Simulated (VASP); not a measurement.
# Al (a cell with a defect) in VASP: a series of runs, part 2 of 2

VASP 6.6.1. Earlier steps stand in the parts before.

## Step 4: Single point, PBE

This run uses another cell than the first one: it holds 26 atoms, not 7.

The input, INCAR:

```
SYSTEM = Al
ALGO     = Normal         ! electronic algorithm
EDIFF    = 1E-6           ! SCF threshold, eV
ENCUT    = 520            ! plane-wave cutoff, eV
GGA      = PE             ! functional
ISIF     = 2              ! what is computed and relaxed
ISMEAR   = 0              ! smearing method
LASPH    = .TRUE.         ! aspherical terms in the spheres
LCHARG   = .FALSE.        ! write CHGCAR
LREAL    = Auto         
LWAVE    = .FALSE.        ! write WAVECAR
NBANDS   = 58             ! bands
NELM     = 60             ! most SCF steps
PREC     = Accurate       ! precision mode
SIGMA    = 0.1            ! smearing width, eV
```

The input, KPOINTS:

```
k-points
0
G
  3 3 3
  0 0 0
```

The input, POSCAR:

```
Al
1.0
    0.0000000000      6.0621852160     -6.0621852160
    6.0621852160      6.0621852160      0.0000000000
    6.0621852160      0.0000000000     -6.0621852160
Al
26
Direct
    0.6666666667      0.0048532080      0.6666666667
    0.6666666667      0.6618134586      0.6666666667
    0.3321399215      0.9988065882      0.6702469022
    0.3381865414      0.3333333333      0.6666666667
    0.3381865414      0.6618134586      0.6666666667
   -0.0048532080      0.0048532080      0.6666666667
   -0.0048532080      0.3333333333      0.6666666667
    0.0011934118      0.6678600785      0.6630864312
    0.6702469022      0.9988065882      0.3321399215
    0.6666666667      0.3333333333      0.3381865414
    0.6666666667      0.6618134586      0.3381865414
    0.3321399215     -0.0011934118      0.3321399215
    0.3321399215      0.3369135688      0.3321399215
    0.3324341307      0.6675658693      0.3324341307
    0.0008992026     -0.0008992026      0.3324341307
   -0.0048532080      0.3333333333      0.3381865414
    0.0008992026      0.6675658693      0.3324341307
    0.6666666667      0.0048532080     -0.0048532080
    0.6666666667      0.3333333333     -0.0048532080
    0.6630864312      0.6678600785      0.0011934118
    0.3324341307     -0.0008992026      0.0008992026
    0.3381865414      0.3333333333     -0.0048532080
    0.3324341307      0.6675658693      0.0008992026
    0.0008992026     -0.0008992026      0.0008992026
    0.0011934118      0.3297530978      0.0011934118
    0.0011934118      0.6678600785      0.0011934118
```

On the command line:

```sh
$ cat potpaw_PBE.64/Al/POTCAR > POTCAR
$ mpirun -np 1 vasp_std > vasp.out
```

Run time: 5.6 min. Hardware: 1 thread of AMD EPYC 7R43 (Zen 3), shared host; peak memory 0.49 GiB.

The run converged. Its results:

```yaml
Free_energy: -95.9929 eV
Pressure: -0.7 GPa
Largest_force: 0.013 eV/Å
Band_gap_on_the_k_mesh: zero (band 39 reaches 7.93 eV, above the bottom of band 40 at 7.42 eV)
```

Forces on the atoms (eV/Å):
```
Al   0.004  0.004  0.000
Al  -0.004 -0.004  0.000
Al   0.002 -0.002 -0.002
Al   0.000  0.004 -0.004
Al  -0.004  0.000 -0.004
Al   0.004  0.000  0.004
Al   0.000 -0.004  0.004
Al  -0.002  0.002  0.002
Al  -0.002  0.002 -0.002
Al   0.004  0.000 -0.004
Al   0.000 -0.004 -0.004
Al  -0.002 -0.002  0.002
Al   0.002  0.002  0.002
Al   0.000  0.000 -0.013
Al   0.013  0.000  0.000
Al   0.004 -0.004  0.000
Al   0.000 -0.013  0.000
Al   0.000  0.004  0.004
Al  -0.004  0.000  0.004
Al   0.002 -0.002  0.002
Al   0.000  0.013  0.000
Al  -0.004  0.004  0.000
Al  -0.013  0.000  0.000
Al   0.000  0.000  0.013
Al  -0.002 -0.002 -0.002
Al   0.002  0.002 -0.002
```

Levels at points of the mesh, in eV from the Fermi level:
```tsv
k point	band 37	band 38	band 39	band 40	band 41	band 42	band 43	band 44
(0.00, 0.00, 0.00)	-0.46	-0.46	-0.46	0.49	0.50	0.50	0.50	0.51
```

## Step 5: Single point, PBE

This run uses another cell than the first one: it holds 26 atoms, not 7.

The input, INCAR:

```
SYSTEM = Al
PREC = Accurate
ENCUT = 520
EDIFF = 1E-7
ISMEAR = 0
SIGMA = 0.1
LREAL = Auto
LASPH = .TRUE.
NELM = 60
ALGO = Normal
ISIF = 2
LWAVE = .FALSE.
LCHARG = .FALSE.
GGA = PE
NBANDS = 58
```

The input, KPOINTS:

```
Automatic mesh
0
G
  3 3 3
  0 0 0
```

The input, POSCAR:

```
Al
1.0
    0.0000000000      6.0621852160     -6.0621852160
    6.0621852160      6.0621852160      0.0000000000
    6.0621852160      0.0000000000     -6.0621852160
Al
26
Direct
    0.6666666667      0.3284801702      0.6666666667
    0.6666666667      0.6715198298      0.6666666667
    0.3381864965      1.0000000000      0.6666666667
    0.3381864965      0.3284801702      0.6666666667
    0.3321399192      0.6654732525      0.6702469091
   -0.0048531632      0.0000000000      0.6666666667
    0.0011934141      0.3345267475      0.6630864243
   -0.0048531632      0.6715198298      0.6666666667
    0.6666666667      1.0000000000      0.3381864965
    0.6666666667      0.3284801702      0.3381864965
    0.6702469091      0.6654732525      0.3321399192
    0.3321399192      0.0035802424      0.3321399192
    0.3324340566      0.3342326101      0.3324340566
    0.3321399192      0.6654732525      0.3321399192
   -0.0048531632      0.0000000000      0.3381864965
    0.0008992768      0.3342326101      0.3324340566
    0.0008992768      0.6657673899      0.3324340566
    0.6666666667      0.0000000000     -0.0048531632
    0.6630864243      0.3345267475      0.0011934141
    0.6666666667      0.6715198298     -0.0048531632
    0.3381864965      0.0000000000     -0.0048531632
    0.3324340566      0.3342326101      0.0008992768
    0.3324340566      0.6657673899      0.0008992768
    0.0011934141     -0.0035802424      0.0011934141
    0.0011934141      0.3345267475      0.0011934141
    0.0008992768      0.6657673899      0.0008992768
```

On the command line:

```sh
$ cat potpaw_PBE.64/Al/POTCAR > POTCAR
$ mpirun -np 1 vasp_std > vasp.out
```

Wall time 5.6 min (1 thread of AMD EPYC 7R43 (Zen 3), shared host); peak memory 0.49 GiB.

Results (log left out):

```
Free energy            : -95.9935 eV
Pressure               : -0.7 GPa
Largest force          : 0.011 eV/Å
Band gap on the k mesh : zero (band 39 reaches 7.93 eV, above the bottom of band 40 at 7.42 eV)
```

Forces on the atoms (eV/Å):
```
Al  -0.003 -0.003  0.000
Al   0.003  0.003  0.000
Al   0.000  0.003 -0.003
Al  -0.003  0.000 -0.003
Al   0.002 -0.002 -0.002
Al   0.000 -0.003  0.003
Al  -0.002  0.002  0.002
Al   0.003  0.000  0.003
Al   0.003  0.000 -0.003
Al   0.000 -0.003 -0.003
Al  -0.002  0.002 -0.002
Al   0.002  0.002  0.002
Al   0.000  0.000 -0.011
Al  -0.002 -0.002  0.002
Al   0.003 -0.003  0.000
Al   0.000 -0.011  0.000
Al   0.011  0.000  0.000
Al  -0.003  0.000  0.003
Al   0.002 -0.002  0.002
Al   0.000  0.003  0.003
Al  -0.003  0.003  0.000
Al  -0.011  0.000  0.000
Al   0.000  0.011  0.000
Al  -0.002 -0.002 -0.002
Al   0.002  0.002 -0.002
Al   0.000  0.000  0.011
```

Levels at points of the mesh, in eV from the Fermi level:
```csv
k point,band 37,band 38,band 39,band 40,band 41,band 42,band 43,band 44
"(0.00, 0.00, 0.00)",-0.46,-0.46,-0.46,0.49,0.50,0.50,0.50,0.51
```

## Step 6: The runs side by side

| task | cell | k mesh | cutoff (eV) | gap on the mesh (eV) | pressure (GPa) |
| --- | --- | --- | --- | --- | --- |
| single point | a = 5.715 Å, angles 60.0°, 7 atoms | 6 × 6 × 6 | 400 | none | -2.5 |
| relaxation of the atoms | atoms relaxed from a = 5.715 Å, angles 60.0°, 7 atoms | 6 × 6 × 6 | 450 | - | -2.4 |
| single point | a = 8.573 Å, angles 60.0°, 26 atoms | 3 × 3 × 3 | 520 | none | -0.7 |

Alike in all rows: level PBE; potentials or basis VASP PAW PBE potentials, release 64 (Al); no spin polarisation; smearing gaussian 0.1 eV.

Caveats: the relaxation stopped at its first step, so nothing moved (some runs); the bands computed are all filled at some k points, so no gap is given (some runs).

Total energies depend on the potentials used, so only differences within one code and one set of settings carry meaning.
